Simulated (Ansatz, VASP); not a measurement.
## SiNi in VASP and in Ansatz

File INCAR:

```
SYSTEM = SiNi
ALGO = Normal
EDIFF = 1E-6
ENCUT = 520
GGA = PS
ISIF = 2
ISMEAR = 0
LASPH = .TRUE.
LCHARG = .FALSE.
LREAL = .FALSE.
LWAVE = .FALSE.
NBANDS = 38
NELM = 100
PREC = Accurate
SIGMA = 0.15
```

Contents of KPOINTS:

```
k-points
0
G
  10 10 10
  0 0 0
```

File POSCAR:

```
SiNi
1.0
    4.1105388466      0.0000000000      0.0000000000
    0.0000000000      4.1105388466      0.0000000000
    0.0000000000      0.0000000000      4.8254151678
Si Ni
4 4
Direct
    0.8464645187      0.8464645187      0.8464645187
    0.6535354813      0.1535354813      0.3464645187
    0.3464645187      0.6535354813      0.1535354813
    0.1535354813      0.3464645187      0.6535354813
    0.1489904732      0.1489904732      0.1489904732
    0.3510095268      0.8510095268      0.6489904732
    0.6489904732      0.3510095268      0.8510095268
    0.8510095268      0.6489904732      0.3510095268
```

Input for Ansatz:

```yaml
crystal:
  lattice:
    - [4.1105388466, 0.0, 0.0]
    - [0.0, 4.1105388466, 0.0]
    - [0.0, 0.0, 4.8254151678]
  atoms:
    - { symbol: Si, position: [0.8464645187, 0.8464645187, 0.8464645187] }
    - { symbol: Si, position: [0.6535354813, 0.1535354813, 0.3464645187] }
    - { symbol: Si, position: [0.3464645187, 0.6535354813, 0.1535354813] }
    - { symbol: Si, position: [0.1535354813, 0.3464645187, 0.6535354813] }
    - { symbol: Ni, position: [0.1489904732, 0.1489904732, 0.1489904732] }
    - { symbol: Ni, position: [0.3510095268, 0.8510095268, 0.6489904732] }
    - { symbol: Ni, position: [0.6489904732, 0.3510095268, 0.8510095268] }
    - { symbol: Ni, position: [0.8510095268, 0.6489904732, 0.3510095268] }
basis:
  ecutwfc: 420
kpoints:
  mp_grid: { grid: [10, 10, 10] }
hamiltonian:
  xc: pbesol
scf:
  occupations: { method: gaussian, width: 0.15 }
output:
  forces: true
  stress: true
  eigenvalues: true
```

Change from the starting cell: strain -0.080 along x and y, +0.080 along z, atoms carried along.

Alike in both runs: task single point; functional PBEsol; k mesh 10 × 10 × 10; occupations gaussian, width 0.15 eV; no spin polarisation.

```csv
,VASP,Ansatz
version,VASP 6.6.1,Ansatz 0.2.0
potentials or method,"VASP PAW PBE potentials, release 64 (Si, Ni), cutoff 520 eV","scalar-relativistic, plane waves, PAW"
valence electrons in the cell,56,88
```

VASP gave:

| Item | Value |
| --- | --- |
| gap on the k mesh at the Fermi level (eV) | none |
| pressure (GPa) | 28.2 |
| traceless stress, the component that is largest in VASP (GPa) | -16.56 |
| rms of the force components (eV/Å) | 0.381 |

**Question.** What did Ansatz give for the same quantities?

**Answer.** gap on the k mesh at the Fermi level (eV): none; pressure (GPa): 28.0; traceless stress, the component that is largest in VASP (GPa): -16.28; rms of the force components (eV/Å): 0.379.

VASP's potentials were made for PBE, not for PBEsol. Atom by atom the forces differ by 0.004 eV/Å (rms over components). A gap of «none» marks a metal or a gap that the smearing closes. With one functional, cell and mesh, what is left measures potentials, basis and numerics. VASP's potentials hold 56 valence electrons a cell and Ansatz's 88, so a difference there can come from the potentials and not from the codes.
